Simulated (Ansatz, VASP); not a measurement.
La3Tl in VASP and in Ansatz

INCAR

```
ALGO = Normal
EDIFF = 1E-8
ENCUT = 520
ISIF = 2
ISMEAR = -1
LASPH = True
LCHARG = False
LEFG = True
LREAL = False
LWAVE = False
NBANDS = 31
NELM = 100
PREC = Accurate
SIGMA = 0.08
```

File KPOINTS:

```
k-points
0
Gamma
  8 8 8
```

File POSCAR:

```
La3Tl
1.0
    5.0600000000      0.0253000000      0.0253000000
    0.0253000000      5.0600000000      0.0253000000
    0.0253000000      0.0253000000      5.0600000000
La Tl
3 1
Direct
    0.0000000000      0.5000000000      0.5000000000
    0.5000000000      0.0000000000      0.5000000000
    0.5000000000      0.5000000000      0.0000000000
    0.0000000000      0.0000000000      0.0000000000
```

Input for Ansatz:

```yaml
crystal:
  lattice:
    - [5.06, 0.0253, 0.0253]
    - [0.0253, 5.06, 0.0253]
    - [0.0253, 0.0253, 5.06]
  atoms:
    - { symbol: La, position: [0.0, 0.5, 0.5] }
    - { symbol: La, position: [0.5, 0.0, 0.5] }
    - { symbol: La, position: [0.5, 0.5, 0.0] }
    - { symbol: Tl, position: [0.0, 0.0, 0.0] }
kpoints:
  mp_grid: { grid: [8, 8, 8] }
scf:
  occupations: { method: fermi_dirac, width: 0.08 }
hamiltonian:
  xc: lda
  pseudopotentials: { kind: paw }
output:
  forces: true
  stress: true
  eigenvalues: true
  efg: { contact_densities: true }
  write_density: true
  write_potential: true
  elf: true
  volumetric_format: npy
```

Change from the starting cell: equal xy, yz and zx shear strains of +1 %, PAW files.

Alike in both runs: task electric field gradients; functional LDA; k mesh 8 × 8 × 8; occupations fermi-dirac, width 0.08 eV; no spin polarisation.

|  | VASP | Ansatz |
| --- | --- | --- |
| version | VASP 6.6.1 | Ansatz 0.2.0 |
| potentials or method | VASP PAW LDA potentials, release 64 (La, Tl_d) | PAW with Ansatz's default frozen-core files, scalar-relativistic |
| plane-wave cutoff (eV) | 520 | 420 |
| valence electrons in the cell | 46 | 46 |

```tsv
	VASP	Ansatz	Ansatz less VASP
pressure (GPa)	-3.6	-3.6	+0.02
traceless stress, the component that is largest in VASP (GPa)	-0.19	-0.19	+0.001
size of Vzz on the site where it differs most (V/Å²)	127.8	119.2	-8.63
```

LDA's correlation is that of Perdew and Zunger in VASP and of Perdew and Wang (1992) in Ansatz.

Neither program's run includes spin-orbit coupling.
